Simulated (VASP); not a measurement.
A run of VASP 6.6.1 is set up as follows.

INCAR

```
PREC = Accurate ; ENCUT = 520
EDIFF = 1E-6 ; ISMEAR = -1
SIGMA = 0.05 ; LREAL = False
LASPH = True ; NELM = 60
ALGO = Normal ; ISIF = 2
LWAVE = False ; LCHARG = False
NBANDS = 17
```

Contents of KPOINTS:

```
regular mesh
0
Gamma
  7 7 7
```

File POSCAR:

```
TePb
1.0
    0.0000000000      3.1502089849      3.1502089849
    3.1502089849      0.0000000000      3.1502089849
    3.1502089849      3.1502089849      0.0000000000
Pb Te
1 1
Direct
    0.0000000000      0.0000000000      0.0000000000
    0.5000000000      0.5000000000      0.5000000000
```

Potentials or basis: VASP PAW LDA potentials, release 64 (Pb_d, Te).

Launch:

```console
$ cat potpaw_LDA.64/Pb_d/POTCAR potpaw_LDA.64/Te/POTCAR > POTCAR
$ mpirun -np 1 vasp_std > vasp.out
```

**Question.** Estimate the pressure.

**Answer.** 2.1 GPa.
